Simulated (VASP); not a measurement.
Runs of VASP 6.6.1 on KBr. Symmetry: Pm-3m, No. 221, cubic system. Conventional cell: a = 3.976 Å, b = 3.976 Å, c = 3.976 Å, α = 90.00°, β = 90.00°, γ = 90.00°. K (site symmetry m-3m) has 8 Br at 3.44 Å and 6 K at 3.98 Å within 4.5 Å. Within 4.5 Å of Br (site symmetry m-3m) lie 8 K at 3.44 Å and 6 Br at 3.98 Å. 

```csv
level,potentials or basis,k mesh,gap on the mesh (eV),pressure (GPa)
PBE,"VASP PAW PBE potentials, release 64 (K_sv, Br)",6 × 6 × 6,4.02,0.9
r2SCAN,"VASP PAW PBE potentials, release 64 (K_sv, Br)",6 × 6 × 6,4.77,0.0
r2SCAN,"VASP PAW PBE potentials, release 64 (K_sv, Br)",4 × 4 × 4,4.77,0.0
LDA,"VASP PAW LDA potentials, release 64 (K_sv, Br)",4 × 4 × 4,3.63,(a)
```

Alike in all rows: task single point; no spin polarisation; cell as given; cutoff (eV) 520; smearing gaussian 0.01 eV.

Question: Fill in the values left out.

Answer: (a) -2.0.

Caveats: the structure was generated, so it needn't be the stable form of KBr; the PAW data sets were made with another functional, which shifts forces and pressure a little (at least some runs).

A k mesh can miss the band edges, and the runs leave out spin-orbit coupling on Br.
